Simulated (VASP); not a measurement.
# Cu (P-1) in VASP: single point with PBE

Aim: the single point of Cu with PBE.

All numbers are computed with VASP 6.6.1; they aren't measurements. Logs are shortened: lines on timing, memory, paths and dates and some standing lists are left out, and cuts for length are marked.

## Step 1: The cell of the first run

The typed cell holds 2 atoms: a = 2.759 Å, b = 2.951 Å, c = 2.951 Å, α = 90.00°, β = 90.00°, γ = 90.00°.

## Step 2: Single point, PBE (atom 2 moved 1.20 Å)

Input file INCAR:

```
ALGO = Normal ; EDIFF = 1E-6
ENCUT = 820 ; GGA = PE
GGA_COMPAT = False ; ISIF = 2
ISMEAR = 0 ; LASPH = True
LCHARG = True ; LELF = True
LREAL = False ; LVHAR = True
LWAVE = False ; NBANDS = 26
NELM = 120 ; PREC = Accurate
SIGMA = 0.15
```

Input file KPOINTS:

```
k-points
0
Gamma
  12 12 12
```

Input file POSCAR:

```
Cu
1.0
    0.0000000000      0.0000000000     -2.7591133692
    0.0000000000     -2.9510604861      0.0000000000
   -2.9510604861      0.0000000000      0.0000000000
Cu
2
Direct
    0.4004892034      0.4593669465      0.6761548521
    0.0995107966      0.0406330535     -0.1761548521
```

Potentials or basis: VASP PAW PBE potentials, release 64 (Cu_sv_GW).

Launch:

```console
$ cat potpaw_PBE.64/Cu_sv_GW/POTCAR > POTCAR
$ mpirun -np 1 vasp_std > vasp.out
```

OUTCAR:

```text
EDIFF = 1E-6
   ENCUT = 820
   GGA = PE
   ISIF = 2
   ISMEAR = 0
   LASPH = True
   LREAL = False
   NELM = 120
   PREC = Accurate

 ion  position               nearest neighbor table
   1  0.400  0.459  0.676-   2 1.55   2 1.95   2 2.33   2 2.62
   2  0.100  0.041  0.824-   1 1.55   1 1.95   1 2.33   1 2.62

  LATTYP: Found a simple tetragonal cell.
 ALAT       =     2.9510604861
 C/A-ratio  =     0.9349565630

  Lattice vectors:

 A1 = (   0.0000000000,  -2.9510604861,   0.0000000000)
 A2 = (  -2.9510604861,   0.0000000000,   0.0000000000)
 A3 = (   0.0000000000,   0.0000000000,  -2.7591133692)

Analysis of symmetry for initial positions (statically):
=====================================================================
 Subroutine PRICEL returns:
 Original cell was already a primitive cell.

 Routine SETGRP: Setting up the symmetry group for a
 simple tetragonal supercell.

 Subroutine GETGRP returns: Found  2 space group operations
 (whereof  1 operations were pure point group operations)
 out of a pool of 16 trial point group operations.

The static configuration has the point symmetry C_1 .
 The point group associated with its full space group is S_2 .

Analysis of symmetry for dynamics (positions and initial velocities):
=====================================================================
 Subroutine PRICEL returns:
 Original cell was already a primitive cell.

 Routine SETGRP: Setting up the symmetry group for a
 simple tetragonal supercell.

 Subroutine GETGRP returns: Found  2 space group operations
 (whereof  1 operations were pure point group operations)
 out of a pool of 16 trial point group operations.

The dynamic configuration has the point symmetry C_1 .
 The point group associated with its full space group is S_2 .

 Subroutine INISYM returns: Found  2 space group operations
 (whereof  1 operations are pure point group operations),
 and found     1 'primitive' translations

----------------------------------------------------------------------------------------

                                     Primitive cell

  volume of cell :      24.0285

  direct lattice vectors                    reciprocal lattice vectors
     0.000000000  0.000000000 -2.759113369     0.000000000  0.000000000 -0.362435270
     0.000000000 -2.951060486  0.000000000     0.000000000 -0.338861235  0.000000000
    -2.951060486  0.000000000  0.000000000    -0.338861235  0.000000000  0.000000000

  length of vectors
     2.759113369  2.951060486  2.951060486     0.362435270  0.338861235  0.338861235

  position of ions in fractional coordinates (direct lattice)
     0.400489203  0.459366946  0.676154852
     0.099510797  0.040633054  0.823845148

  ion indices of the primitive-cell ions
   primitive index   ion index
                 1           1
                 2           2

----------------------------------------------------------------------------------------

 KPOINTS: k-points

Automatic generation of k-mesh.
 Grid dimensions read from file:
 generate k-points for:   12   12   12

 Generating k-lattice:

  Cartesian coordinates                     Fractional coordinates (reciprocal lattice)
     0.000000000  0.000000000 -0.030202939     0.083333333  0.000000000  0.000000000
     0.000000000 -0.028238436  0.000000000     0.000000000  0.083333333  0.000000000
    -0.028238436  0.000000000  0.000000000     0.000000000  0.000000000  0.083333333

  Length of vectors
     0.030202939  0.028238436  0.028238436

  Shift w.r.t. Gamma in fractional coordinates (k-lattice)
     0.000000000  0.000000000  0.000000000

 Subroutine IBZKPT returns following result:
 ===========================================

 Found    868 irreducible k-points:

 Following reciprocal coordinates:
            Coordinates               Weight
  0.000000  0.000000  0.000000      1.000000
  0.083333  0.000000  0.000000      2.000000
  0.166667  0.000000  0.000000      2.000000
  0.250000  0.000000  0.000000      2.000000
  0.333333  0.000000  0.000000      2.000000
  0.416667  0.000000  0.000000      2.000000
[... 16 lines left out ...]
  0.333333  0.000000  0.083333      2.000000
  0.333333 -0.083333  0.000000      2.000000
 [... further k-points ...]
   k-points           NKPTS =    868   k-points in BZ     NKDIM =    868   number of bands    NBANDS=     26
   number of dos      NEDOS =    301   number of ions     NIONS =      2
   total plane-waves  NPLWV =  21952
   dimension x,y,z NGX =    28 NGY =   28 NGZ =   28
   dimension x,y,z NGXF=    56 NGYF=   56 NGZF=   56
   ions per type =               2
   NGX,Y,Z   is equivalent  to a cutoff of  16.87, 15.77, 15.77 a.u.
   NGXF,Y,Z  is equivalent  to a cutoff of  33.74, 31.55, 31.55 a.u.
 SYSTEM =  unknown system
   PREC   = accura    normal or accurate (medium, high low for compatibility)
   ISTART =      0    job   : 0-new  1-cont  2-samecut
   ICHARG =      2    charge: 1-file 2-atom 10-const
   ISPIN  =      1    spin polarized calculation?
   LNONCOLLINEAR =      F non collinear calculations
   LSORBIT =      F    spin-orbit coupling
   LASPH  =      T    aspherical Exc in radial PAW
   ENCUT  =  820.0 eV  60.27 Ry    7.76 a.u.   6.44  6.89  6.89*2*pi/ulx,y,z
   NELM   =    120;   NELMIN=  2; NELMDL= -5     # of ELM steps
   EDIFF  = 0.1E-05   stopping-criterion for ELM
   LREAL  =      F    real-space projection
   EDIFFG = 0.1E-04   stopping-criterion for IOM
   NSW    =      0    number of steps for IOM
   IBRION =     -1    ionic relax: 0-MD 1-quasi-New 2-CG
   NFREE  =      0    steps in history (QN), initial steepest desc. (CG)
   ISIF   =      2    stress and relaxation
   ISYM   =      2    0-nonsym 1-usesym 2-fastsym
   POTIM  = 0.5000    time-step for ionic-motion
   TEBEG  =    0.0;   TEEND  =   0.0 temperature during run
   PSTRESS=    0.0 pullay stress
   NELECT =      38.0000    total number of electrons
   NUPDOWN=      -1.0000    fix difference up-down
   EMIN   =  10.00;   EMAX   =-10.00  energy-range for DOS
   EFERMI =   0.00;   METHOD = LEGACY
   ISMEAR =     0;   SIGMA  =   0.15  broadening in eV -4-tet -1-fermi 0-gaus
   EFERMI_NEDOS =   21; number of points for ismear=-14 and -15
   IALGO  =     38    algorithm
   IMIX   =      4    mixing-type and parameters
     AMIX     =   0.40;   BMIX     =  1.00
     AMIX_MAG =   1.60;   BMIX_MAG =  1.00
  volume/ion in A,a.u.               =      12.01        81.08
  Fermi-wavevector in a.u.,A,eV,Ry     =   1.907337  3.604344 49.497104  3.637935
  Thomas-Fermi vector in A             =   2.944880
   LORBIT       =      0    0 simple, 1 ext, 2 COOP (PROOUT), +10 PAW based schemes
   GGA     = PE    functional components
   LHFCALC =     F    Hartree Fock is set to
   AEXX    =    0.0000 exact exchange contribution
   IVDW    =     0    specifies the selected vdW correction
   LEPSILON=     F    determine dielectric tensor
   LRPA    =     F    only Hartree local field effects (RPA)
 non-spin polarized calculation
 Gauss-broadening in eV      SIGMA  =   0.15
  energy-cutoff  :      820.00
  volume of cell :       24.03
 maximum number of plane-waves:      1309
 NGX is ok and might be reduce to    28
   NGX = 13   NGY = 13   NGZ = 13

 number of electron      37.9999998 magnetization

 Free energy of the ion-electron system (eV)
  ---------------------------------------------------
  ext. energy  EPLUGINS =         0.00000000
  ---------------------------------------------------
  free energy    TOTEN  =         1.57409447 eV

  energy without entropy =        1.58150779  energy(sigma->0) =        1.57780113

 E-fermi :   7.5673     XC(G=0): -12.8795

 val. band max:        7.5634513322   @ k =   0.0833   0.5000   0.5000
 cond. band min:       7.5742428159   @ k =  -0.3333  -0.4167   0.3333
 fundamental gap:      0.0107914837
 Fermi energy:         7.5673393552

 k-point     1 :       0.0000    0.0000    0.0000
  band No.  band energies     occupation
      1    -106.4237      2.00000
      2    -105.5805      2.00000
      3     -65.3422      2.00000
      4     -63.3160      2.00000
      5     -63.2766      2.00000
      6     -63.2738      2.00000
[... 18 lines left out ...]
     25      21.4081      0.00000
     26      33.0425      0.00000

 k-point     2 :       0.0833    0.0000    0.0000
  band No.  band energies     occupation
      1    -106.4229      2.00000
      2    -105.5809      2.00000
      3     -65.3418      2.00000
      4     -63.3269      2.00000
      5     -63.2768      2.00000
      6     -63.2651      2.00000
[... 18 lines left out ...]
     25      23.8498      0.00000
     26      32.2846      0.00000

 k-point     3 :       0.1667    0.0000    0.0000
  band No.  band energies     occupation
      1    -106.4208      2.00000
      2    -105.5824      2.00000
      3     -65.3411      2.00000
      4     -63.3485      2.00000
      5     -63.2759      2.00000
      6     -63.2525      2.00000
[... 18 lines left out ...]
     25      27.0650      0.00000
     26      30.4018      0.00000

 k-point     4 :       0.2500    0.0000    0.0000
  band No.  band energies     occupation
      1    -106.4180      2.00000
      2    -105.5845      2.00000
      3     -65.3401      2.00000
      4     -63.3711      2.00000
      5     -63.2742      2.00000
      6     -63.2424      2.00000
[... 18 lines left out ...]
     25      28.1407      0.00000
     26      28.2942      0.00000
[... 496 lines left out ...]
      1    -106.4109      2.00000
      2    -105.5911      2.00000
      3     -65.3336      2.00000
      4     -63.4417      2.00000
      5     -63.2962      2.00000
      6     -63.1604      2.00000
[... 18 lines left out ...]
     25      25.4763      0.00000
     26      26.7055      0.00000

 k-point    23 :       0.3333    0.0000    0.0833
  band No.  band energies     occupation
      1    -106.4151      2.00000
      2    -105.5865      2.00000
      3     -65.3391      2.00000
      4     -63.3905      2.00000
      5     -63.2733      2.00000
      6     -63.2359      2.00000
[... 18 lines left out ...]
     25      25.7150      0.00000
     26      26.6207      0.00000

 k-point    24 :       0.3333   -0.0833    0.0000
  band No.  band energies     occupation
      1    -106.4111      2.00000
      2    -105.5908      2.00000
      3     -65.3397      2.00000
      4     -63.4055      2.00000
      5     -63.3067      2.00000
      6     -63.1860      2.00000
[... 18 lines left out ...]
     25      24.1312      0.00000
     26      26.3681      0.00000

 [... further k-points ...]
[... 5 lines left out ...]
  --------------------------------------------------------------------------------------
  -------------------------------------------------------------------------------------
  Total        3.6254848     41.9782246     17.1762630     -9.5717573     17.0269649     -8.5312640
  in kB      241.7413265   2799.0385641   1145.2848001   -638.2289373   1135.3298453   -568.8505682
  external PRESSURE =    1395.3548969 kB  Pullay stress =       0.0000000 kB

 VOLUME and BASIS-vectors are now :
 -----------------------------------------------------------------------------
  energy-cutoff  :      820.00
  volume of cell :       24.03
      direct lattice vectors                 reciprocal lattice vectors
     0.000000000  0.000000000 -2.759113369     0.000000000  0.000000000 -0.362435270
     0.000000000 -2.951060486  0.000000000     0.000000000 -0.338861235  0.000000000
    -2.951060486  0.000000000  0.000000000    -0.338861235  0.000000000  0.000000000

 POSITION                                       TOTAL-FORCE (eV/Angst)
 -----------------------------------------------------------------------------------
     -1.99537     -1.35562     -1.10500        11.181591    -22.009594    -19.723039
     -2.43122     -0.11991     -0.27456       -11.181591     22.009594     19.723039
 -----------------------------------------------------------------------------------
    total drift:                                0.000000      0.000000      0.000000

  FREE ENERGIE OF THE ION-ELECTRON SYSTEM (eV)
  ---------------------------------------------------
  free  energy   TOTEN  =         1.5740944713 eV

  energy  without entropy=        1.5815077908  energy(sigma->0) =        1.57780113
```

Run time: 24 min. Hardware: 1 thread of AMD EPYC 7R43 (Zen 3), shared host; peak memory 0.97 GiB.

What came out:

```
Free energy            : 1.5741 eV
Pressure               : 139.5 GPa
Largest force          : 31.598 eV/Å
Band gap on the k mesh : zero (bands 19 and 20 overlap by 3.71 eV)
```

Forces on the atoms (eV/Å):
```
Cu   11.182 -22.010 -19.723
Cu  -11.182  22.010  19.723
```

Caveat: the cell differs from its parent crystal (atom 2 moved 1.20 Å); atoms lie so close that the PAW spheres overlap strongly, which falsifies energies and pressures; the stress differs along the axes, from 24 to 280 GPa; forces of over 1 eV/Å act on the atoms, so gaps and moduli don't describe the material at rest.
